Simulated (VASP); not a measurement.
Wanted: the native input for a VASP 6.6.1 run.

```
Task                   : relaxation of cell and atoms
Functional             : PBE
Potentials or basis    : VASP PAW PBE potentials, release 64 (Li_sv, Al, Mo_sv)
Cutoff                 : 600 eV
k mesh                 : 6 × 6 × 4
Occupations            : gaussian, width 0.1 eV
Spin                   : no spin polarisation
Dipole correction      : no
Further INCAR settings : ALGO = Normal; EDIFF = 1e-06; IBRION = 2; EDIFFG = -0.04; NSW = 90; ISIF = 3
```

The structure of Li4Al2Mo lies in POSCAR:

```
Li4Al2Mo
1.0
    4.2105849200      0.0000000000      0.0000000000
   -2.1052924600      3.6464735100      0.0000000000
    0.0000000000      0.0000000000      6.5611725400
Li Al Mo
4 2 1
Direct
    0.5000000000      0.0000000000      0.0000000000
    0.0000000000      0.5000000000      0.0000000000
    0.5000000000      0.5000000000      0.0000000000
    0.0000000000      0.0000000000      0.5000000000
    0.3333333300      0.6666666700      0.5000000000
    0.6666666700      0.3333333300      0.5000000000
    0.0000000000      0.0000000000      0.0000000000
```

The cell was built from a structure type or drawn by symmetry, and may not be a known phase.

The input as run:

INCAR

```
SYSTEM = Li4Al2Mo
ALGO = Normal
EDIFF = 1E-6
EDIFFG = -0.04
ENCUT = 600
GGA = PE
IBRION = 2
ISIF = 3
ISMEAR = 0
LASPH = .TRUE.
LCHARG = .FALSE.
LREAL = .FALSE.
LWAVE = .FALSE.
NELM = 80
NSW = 90
PREC = Accurate
SIGMA = 0.1
```

KPOINTS

```
k-points
0
G
  6 6 4
  0 0 0
```

Potentials or basis: VASP PAW PBE potentials, release 64 (Li_sv, Al, Mo_sv).

The run is started by

```console
$ cat potpaw_PBE.64/Li_sv/POTCAR potpaw_PBE.64/Al/POTCAR potpaw_PBE.64/Mo_sv/POTCAR > POTCAR
$ mpirun -np 1 vasp_std > vasp.out
```

Results of the run:

```
Relaxed volume                        : 15.19 Å³/atom
Relaxed cell                          : a = 5.060 Å, b = 5.060 Å, c = 4.796 Å, α = 90.00°, β = 90.00°, γ = 120.00°
Space group after relaxing (to 0.1 Å) : P6/mmm (No. 191)
Energy gained by relaxing             : 994.8 meV/atom
Ionic steps                           : 14
Pressure after relaxing               : 0.0 GPa
Band gap on the k mesh                : zero (bands 16 and 17 overlap by 0.36 eV)
```

Caveat: the cutoff is under 1.25 times the usual one of these potentials, so pressure, stress and relaxed cells hold a basis-set (Pulay) error; a cell axis changed by over 15 % at a fixed basis, so the end point is rough.

Run time: 11 min on 1 thread of Intel(R) Xeon(R) Platinum 8259CL CPU @ 2.50GHz (Skylake/Cascade Lake) (shared host), peak memory 0.29 GiB.
